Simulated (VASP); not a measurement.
# Al (Fm-3m) in VASP: settings compared

Al is run at these levels: PBE, LDA; tasks: single point.

Program: VASP 6.6.1. These are calculated values, not measurements. Logs are shortened: lines on timing, memory, paths and dates and some standing lists are left out, and cuts for length are marked.

### Step 1. The cell of the first run

It takes space group Fm-3m (No. 225, cubic). The conventional cell has a = 4.040 Å, b = 4.040 Å, c = 4.040 Å, α = 90.00°, β = 90.00°, γ = 90.00°. Al (site symmetry m-3m) has 12 Al at 2.86 Å within 3.8 Å.

### Step 2. Single point, PBE

Input file INCAR:

```
  PREC = Accurate
  ENCUT = 520
  EDIFF = 1E-7
  ISMEAR = 1
  SIGMA = 0.1
  LREAL = F
  LASPH = T
  NELM = 80
  ALGO = Normal
  ISIF = 2
  LWAVE = F
  LCHARG = T
  GGA = PE
  LELF = T
  LVHAR = T
  NBANDS = 8
```

Input file KPOINTS:

```
regular mesh
0
Gamma
  34 34 34
```

Input file POSCAR:

```
Al
1.0
    0.0000000000      2.0199079380      2.0199079380
    2.0199079380      0.0000000000      2.0199079380
    2.0199079380      2.0199079380      0.0000000000
Al
1
Direct
    0.0000000000      0.0000000000      0.0000000000
```

Potentials or basis: VASP PAW PBE potentials, release 64 (Al).

Launch:

```bash
cat potpaw_PBE.64/Al/POTCAR > POTCAR
mpirun -np 1 vasp_std > vasp.out
```

OUTCAR:

```text
PREC = Accurate
   ENCUT = 520
   EDIFF = 1E-7
   ISMEAR = 1
   LREAL = F
   LASPH = T
   NELM = 80
   ISIF = 2
   GGA = PE

 ion  position               nearest neighbor table
   1  0.000  0.000  0.000-

  LATTYP: Found a face centered cubic cell.
 ALAT       =     4.0398158760

  Lattice vectors:

 A1 = (   0.0000000000,   2.0199079380,   2.0199079380)
 A2 = (   2.0199079380,   0.0000000000,   2.0199079380)
 A3 = (   2.0199079380,   2.0199079380,   0.0000000000)

Analysis of symmetry for initial positions (statically):
=====================================================================
 Subroutine PRICEL returns:
 Original cell was already a primitive cell.

 Routine SETGRP: Setting up the symmetry group for a
 face centered cubic supercell.

 Subroutine GETGRP returns: Found 48 space group operations
 (whereof 48 operations were pure point group operations)
 out of a pool of 48 trial point group operations.

The static configuration has the point symmetry O_h .

Analysis of symmetry for dynamics (positions and initial velocities):
=====================================================================
 Subroutine PRICEL returns:
 Original cell was already a primitive cell.

 Routine SETGRP: Setting up the symmetry group for a
 face centered cubic supercell.

 Subroutine GETGRP returns: Found 48 space group operations
 (whereof 48 operations were pure point group operations)
 out of a pool of 48 trial point group operations.

The dynamic configuration has the point symmetry O_h .

 Subroutine INISYM returns: Found 48 space group operations
 (whereof 48 operations are pure point group operations),
 and found     1 'primitive' translations

----------------------------------------------------------------------------------------

                                     Primitive cell

  volume of cell :      16.4826

  direct lattice vectors                    reciprocal lattice vectors
     0.000000000  2.019907938  2.019907938    -0.247536034  0.247536034  0.247536034
     2.019907938  0.000000000  2.019907938     0.247536034 -0.247536034  0.247536034
     2.019907938  2.019907938  0.000000000     0.247536034  0.247536034 -0.247536034

  length of vectors
     2.856581201  2.856581201  2.856581201     0.428744988  0.428744988  0.428744988

  position of ions in fractional coordinates (direct lattice)
     0.000000000  0.000000000  0.000000000

  ion indices of the primitive-cell ions
   primitive index   ion index
                 1           1

----------------------------------------------------------------------------------------

 KPOINTS: regular mesh

Automatic generation of k-mesh.
 Grid dimensions read from file:
 generate k-points for:   34   34   34

 Generating k-lattice:

  Cartesian coordinates                     Fractional coordinates (reciprocal lattice)
    -0.007280472  0.007280472  0.007280472     0.029411765  0.000000000  0.000000000
     0.007280472 -0.007280472  0.007280472     0.000000000  0.029411765  0.000000000
     0.007280472  0.007280472 -0.007280472     0.000000000  0.000000000  0.029411765

  Length of vectors
     0.012610147  0.012610147  0.012610147

  Shift w.r.t. Gamma in fractional coordinates (k-lattice)
     0.000000000  0.000000000  0.000000000

 Subroutine IBZKPT returns following result:
 ===========================================

 Found   1059 irreducible k-points:

 Following reciprocal coordinates:
            Coordinates               Weight
  0.000000  0.000000  0.000000      1.000000
  0.029412  0.000000  0.000000      8.000000
  0.058824  0.000000  0.000000      8.000000
  0.088235  0.000000  0.000000      8.000000
  0.117647  0.000000  0.000000      8.000000
  0.147059  0.000000  0.000000      8.000000
[... 16 lines left out ...]
  0.147059  0.029412  0.000000     24.000000
  0.176471  0.029412  0.000000     24.000000
 [... further k-points ...]
   k-points           NKPTS =   1059   k-points in BZ     NKDIM =   1059   number of bands    NBANDS=      8
   number of dos      NEDOS =    301   number of ions     NIONS =      1
   total plane-waves  NPLWV =  13824
   dimension x,y,z NGX =    24 NGY =   24 NGZ =   24
   dimension x,y,z NGXF=    48 NGYF=   48 NGZF=   48
   ions per type =               1
   NGX,Y,Z   is equivalent  to a cutoff of  13.97, 13.97, 13.97 a.u.
   NGXF,Y,Z  is equivalent  to a cutoff of  27.93, 27.93, 27.93 a.u.
 SYSTEM =  unknown system
   PREC   = accura    normal or accurate (medium, high low for compatibility)
   ISTART =      0    job   : 0-new  1-cont  2-samecut
   ICHARG =      2    charge: 1-file 2-atom 10-const
   ISPIN  =      1    spin polarized calculation?
   LNONCOLLINEAR =      F non collinear calculations
   LSORBIT =      F    spin-orbit coupling
   LASPH  =      T    aspherical Exc in radial PAW
   ENCUT  =  520.0 eV  38.22 Ry    6.18 a.u.   5.31  5.31  5.31*2*pi/ulx,y,z
   NELM   =     80;   NELMIN=  2; NELMDL= -5     # of ELM steps
   EDIFF  = 0.1E-06   stopping-criterion for ELM
   LREAL  =      F    real-space projection
   EDIFFG = 0.1E-05   stopping-criterion for IOM
   NSW    =      0    number of steps for IOM
   IBRION =     -1    ionic relax: 0-MD 1-quasi-New 2-CG
   NFREE  =      0    steps in history (QN), initial steepest desc. (CG)
   ISIF   =      2    stress and relaxation
   ISYM   =      2    0-nonsym 1-usesym 2-fastsym
   POTIM  = 0.5000    time-step for ionic-motion
   TEBEG  =    0.0;   TEEND  =   0.0 temperature during run
   PSTRESS=    0.0 pullay stress
   NELECT =       3.0000    total number of electrons
   NUPDOWN=      -1.0000    fix difference up-down
   EMIN   =  10.00;   EMAX   =-10.00  energy-range for DOS
   EFERMI =   0.00;   METHOD = LEGACY
   ISMEAR =     1;   SIGMA  =   0.10  broadening in eV -4-tet -1-fermi 0-gaus
   EFERMI_NEDOS =   21; number of points for ismear=-14 and -15
   IALGO  =     38    algorithm
   IMIX   =      4    mixing-type and parameters
     AMIX     =   0.40;   BMIX     =  1.00
     AMIX_MAG =   1.60;   BMIX_MAG =  1.00
  volume/ion in A,a.u.               =      16.48       111.23
  Fermi-wavevector in a.u.,A,eV,Ry     =   0.927770  1.753231 11.711313  0.860757
  Thomas-Fermi vector in A             =   2.053875
   LORBIT       =      0    0 simple, 1 ext, 2 COOP (PROOUT), +10 PAW based schemes
   GGA     = PE    functional components
   LHFCALC =     F    Hartree Fock is set to
   AEXX    =    0.0000 exact exchange contribution
   IVDW    =     0    specifies the selected vdW correction
   LEPSILON=     F    determine dielectric tensor
   LRPA    =     F    only Hartree local field effects (RPA)
 non-spin polarized calculation
 Methfessel and Paxton  Order N= 1 SIGMA  =   0.10
  energy-cutoff  :      520.00
  volume of cell :       16.48
 maximum number of plane-waves:       459
 NGX is ok and might be reduce to    24
   NGX = 11   NGY = 11   NGZ = 11

 number of electron       3.0000000 magnetization

 Free energy of the ion-electron system (eV)
  ---------------------------------------------------
  ext. energy  EPLUGINS =         0.00000000
  ---------------------------------------------------
  free energy    TOTEN  =        -3.74544601 eV

  energy without entropy =       -3.74529707  energy(sigma->0) =       -3.74539636

 E-fermi :   8.0299     XC(G=0): -10.2005

 val. band max:        8.0265244985   @ k =   0.3824   0.0882   0.0000
 cond. band min:       8.0304447679   @ k =  -0.4118   0.3529   0.0000
 fundamental gap:      0.0039202694
 Fermi energy:         8.0299031628

 k-point     1 :       0.0000    0.0000    0.0000
  band No.  band energies     occupation
      1      -3.1307      2.00000
      2      20.6360      0.00000
      3      20.6360      0.00000
      4      20.6360      0.00000
      5      22.1358      0.00000
      6      22.1358      0.00000
      7      22.1358      0.00000
      8      24.4844      0.00000

 k-point     2 :       0.0294    0.0000    0.0000
  band No.  band energies     occupation
      1      -3.1072      2.00000
      2      20.0582      0.00000
      3      20.5320      0.00000
      4      20.5320      0.00000
      5      22.2769      0.00000
      6      22.2769      0.00000
      7      22.4441      0.00000
      8      24.7371      0.00000

 k-point     3 :       0.0588    0.0000    0.0000
  band No.  band energies     occupation
      1      -3.0366      2.00000
      2      18.9927      0.00000
      3      20.2957      0.00000
      4      20.2957      0.00000
      5      22.6227      0.00000
      6      22.6227      0.00000
      7      22.7283      0.00000
      8      25.4686      0.00000

 k-point     4 :       0.0882    0.0000    0.0000
  band No.  band energies     occupation
      1      -2.9190      2.00000
      2      17.8229      0.00000
      3      20.0227      0.00000
      4      20.0227      0.00000
      5      22.7969      0.00000
      6      23.0715      0.00000
      7      23.0715      0.00000
      8      26.3740      0.00000

 k-point     5 :       0.1176    0.0000    0.0000
  band No.  band energies     occupation
      1      -2.7545      2.00000
      2      16.6298      0.00000
      3      19.7563      0.00000
      4      19.7563      0.00000
      5      22.7573      0.00000
      6      23.5594      0.00000
      7      23.5594      0.00000
      8      25.8172      0.00000

 k-point     6 :       0.1471    0.0000    0.0000
  band No.  band energies     occupation
      1      -2.5434      2.00000
      2      15.4407      0.00000
      3      19.5134      0.00000
      4      19.5134      0.00000
      5      22.6732      0.00000
      6      23.9788      0.00000
      7      23.9788      0.00000
      8      25.3638      0.00000

 k-point     7 :       0.1765    0.0000    0.0000
  band No.  band energies     occupation
      1      -2.2857      2.00000
      2      14.2686      0.00000
      3      19.3015      0.00000
      4      19.3015      0.00000
      5      22.5759      0.00000
      6      23.9916      0.00000
      7      23.9916      0.00000
      8      25.3695      0.00000

 k-point     8 :       0.2059    0.0000    0.0000
  band No.  band energies     occupation
      1      -1.9818      2.00000
      2      13.1204      0.00000
      3      19.1240      0.00000
      4      19.1240      0.00000
      5      22.4831      0.00000
      6      23.5694      0.00000
      7      23.5694      0.00000
      8      25.8716      0.00000

 k-point     9 :       0.2353    0.0000    0.0000
  band No.  band energies     occupation
      1      -1.6320      2.00000
      2      12.0006      0.00000
      3      18.9831      0.00000
      4      18.9831      0.00000
      5      22.4061      0.00000
      6      23.0444      0.00000
      7      23.0444      0.00000
      8      26.5428      0.00000

 k-point    10 :       0.2647    0.0000    0.0000
  band No.  band energies     occupation
      1      -1.2365      2.00000
      2      10.9124      0.00000
      3      18.8796      0.00000
      4      18.8796      0.00000
      5      22.3531      0.00000
      6      22.5163      0.00000
      7      22.5163      0.00000
      8      26.5216      0.00000
[... 78 lines left out ...]
 k-point    18 :       0.5000    0.0000    0.0000
  band No.  band energies     occupation
      1       3.4139      2.00000
      2       3.6298      2.00000
      3      19.4319      0.00000
      4      19.4319      0.00000
      5      19.4768      0.00000
      6      19.4768      0.00000
      7      23.1452      0.00000
      8      23.3052      0.00000

 k-point    19 :       0.0294    0.0294    0.0000
  band No.  band energies     occupation
      1      -3.0993      2.00000
      2      20.2374      0.00000
      3      20.2374      0.00000
      4      20.3873      0.00000
      5      22.0575      0.00000
      6      22.5809      0.00000
      7      22.5809      0.00000
      8      24.7959      0.00000

 k-point    20 :       0.0588    0.0294    0.0000
  band No.  band energies     occupation
      1      -3.0444      2.00000
      2      19.3498      0.00000
      3      19.9084      0.00000
      4      20.4046      0.00000
      5      22.0985      0.00000
      6      22.9260      0.00000
      7      22.9922      0.00000
      8      25.3330      0.00000

 k-point    21 :       0.0882    0.0294    0.0000
  band No.  band energies     occupation
      1      -2.9425      2.00000
      2      18.2164      0.00000
      3      19.5870      0.00000
      4      20.3027      0.00000
      5      22.3678      0.00000
      6      23.0662      0.00000
      7      23.4642      0.00000
      8      25.9169      0.00000

 k-point    22 :       0.1176    0.0294    0.0000
  band No.  band energies     occupation
      1      -2.7937      2.00000
      2      17.0344      0.00000
      3      19.2896      0.00000
      4      20.1113      0.00000
      5      22.7641      0.00000
      6      23.0780      0.00000
      7      23.9653      0.00000
      8      25.2917      0.00000

 k-point    23 :       0.1471    0.0294    0.0000
  band No.  band energies     occupation
      1      -2.5981      2.00000
      2      15.8465      0.00000
      3      19.0234      0.00000
      4      19.8989      0.00000
      5      22.9378      0.00000
      6      23.2796      0.00000
      7      24.4313      0.00000
      8      24.7256      0.00000

 k-point    24 :       0.1765    0.0294    0.0000
  band No.  band energies     occupation
      1      -2.3559      2.00000
      2      14.6704      0.00000
      3      18.7920      0.00000
      4      19.6972      0.00000
      5      22.8577      0.00000
      6      23.4410      0.00000
      7      24.5081      0.00000
      8      24.6188      0.00000

 [... further k-points ...]

------------------------ aborting loop because EDIFF is reached ----------------------------------------

  FORCE on cell =-STRESS in cart. coord.  units (eV):
  Direction    XX          YY          ZZ          XY          YZ          ZX
  --------------------------------------------------------------------------------------
  -------------------------------------------------------------------------------------
  Total       -0.0042363     -0.0042363     -0.0042363      0.0000000     -0.0000000      0.0000000
  in kB       -0.4117902     -0.4117902     -0.4117902      0.0000000     -0.0000000      0.0000000
  external PRESSURE =      -0.4117902 kB  Pullay stress =       0.0000000 kB

 VOLUME and BASIS-vectors are now :
 -----------------------------------------------------------------------------
  energy-cutoff  :      520.00
  volume of cell :       16.48
      direct lattice vectors                 reciprocal lattice vectors
     0.000000000  2.019907938  2.019907938    -0.247536034  0.247536034  0.247536034
     2.019907938  0.000000000  2.019907938     0.247536034 -0.247536034  0.247536034
     2.019907938  2.019907938  0.000000000     0.247536034  0.247536034 -0.247536034

 POSITION                                       TOTAL-FORCE (eV/Angst)
 -----------------------------------------------------------------------------------
      0.00000      0.00000      0.00000         0.000000      0.000000     -0.000000
 -----------------------------------------------------------------------------------
    total drift:                               -0.000000      0.000000      0.000000

  FREE ENERGIE OF THE ION-ELECTRON SYSTEM (eV)
  ---------------------------------------------------
  free  energy   TOTEN  =        -3.7454460129 eV

  energy  without entropy=       -3.7452970678  energy(sigma->0) =       -3.74539636
```

Wall time 68 s (1 thread of Intel Xeon 6975P-C, shared host); peak memory 0.23 GiB.

What came out:

```yaml
Free_energy: -3.7454 eV
Pressure: 0.0 GPa
```

Levels at points of the mesh, in eV from the Fermi level:
| k point | band 1 | band 2 | band 3 | band 4 | band 5 |
| --- | --- | --- | --- | --- | --- |
| (0.00, 0.00, 0.00) | -11.16 | 12.61 | 12.61 | 12.61 | 14.11 |
| (0.50, 0.00, 0.00) | -4.62 | -4.40 | 11.40 | 11.40 | 11.45 |
| (0.50, 0.50, 0.00) | -2.95 | -1.62 | 5.24 | 5.58 | 5.58 |

### Step 3. Single point, LDA

This run uses another cell than the first one, of 15.79 Å³/atom, 0.958 times its volume.

Input file INCAR:

```
PREC = Accurate ; ENCUT = 520
EDIFF = 1E-6 ; ISMEAR = 1
SIGMA = 0.1 ; LREAL = F
LASPH = T ; NELM = 60
ALGO = Normal ; ISIF = 2
LWAVE = F ; LCHARG = F
NBANDS = 8
```

Input file KPOINTS:

```
Automatic mesh
0
Gamma
  35 35 35
```

Input file POSCAR:

```
Al
1.0
    0.0000000000      1.9913261150      1.9913261150
    1.9913261150      0.0000000000      1.9913261150
    1.9913261150      1.9913261150      0.0000000000
Al
1
Direct
    0.0000000000      0.0000000000      0.0000000000
```

Potentials or basis: VASP PAW LDA potentials, release 64 (Al).

Launch:

```bash
cat potpaw_LDA.64/Al/POTCAR > POTCAR
mpirun -np 1 vasp_std > vasp.out
```

Wall time 58 s (1 thread of Intel Xeon 6975P-C, shared host); peak memory 0.22 GiB.

The run converged. Its results:

* Free energy: -4.1920 eV
* Pressure: 0.1 GPa

Levels at points of the mesh, in eV from the Fermi level:
```tsv
k point	band 1	band 2	band 3	band 4
(0.00, 0.00, 0.00)	-11.43	12.79	12.79	12.79
```
